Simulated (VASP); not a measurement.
A run of VASP 6.6.1 is set up as follows.

The input POSCAR:

```
Te2Mo
1.0
    3.4945872080      0.0000000000      0.0000000000
   -1.7472936040      3.0264012979      0.0000000000
    0.0000000000      0.0000000000     13.8798146239
Te Mo
4 2
Direct
    0.6666666667      0.3333333333      0.3790000000
    0.3333333333      0.6666666667      0.8790000000
    0.6666666667      0.3333333333      0.1210000000
    0.3333333333      0.6666666667      0.6210000000
    0.6666666667      0.3333333333      0.7500000000
    0.3333333333      0.6666666667      0.2500000000
```

Contents of INCAR.step1:

```
SYSTEM = Te2Mo
ALGO = Normal
EDIFF = 1E-4
ENCUT = 520
GGA = PE
ISMEAR = -1
LASPH = .True.
LCHARG = .False.
LREAL = .False.
LWAVE = .True.
NBANDS = 35
NELM = 60
PREC = Accurate
SIGMA = 0.05
```

Contents of INCAR.step2:

```
SYSTEM = Te2Mo
ALGO = Normal
EDIFF = 1E-7
ENCUT = 520
ISIF = 2
ISMEAR = -1
ISTART = 1
IVDW = 13
LASPH = .True.
LCHARG = .False.
LMIXTAU = .True.
LREAL = .False.
LWAVE = .False.
METAGGA = R2SCAN
NBANDS = 35
NELM = 60
PREC = Accurate
SIGMA = 0.05
VDW_A1 = 0.51559235
VDW_A2 = 5.77342911
VDW_S6 = 1.0
VDW_S8 = 0.6018749
```

The input KPOINTS:

```
k-points
0
Gamma
  9 9 2
  0 0 0
```

Potentials or basis: VASP PAW PBE potentials, release 64 (Te, Mo_sv).

The run is started by

```sh
$ cat potpaw_PBE.64/Te/POTCAR potpaw_PBE.64/Mo_sv/POTCAR > POTCAR
$ cp INCAR.step1 INCAR
$ mpirun -np 1 vasp_std > vasp.out
$ cp INCAR.step2 INCAR
$ mpirun -np 1 vasp_std > vasp.out
```

Task: What does it give for the pressure?

Result: 3.5 GPa.

Task: Estimate the dispersion energy per atom.

Result: -0.191 eV.

Stress tensor (GPa, compression positive):
```
3.57 0.00 0.00
0.00 3.57 0.00
0.00 0.00 3.48
```

Caveat: the cell stands under pressure; the PAW data sets were made with another functional, which shifts forces and pressure a little.
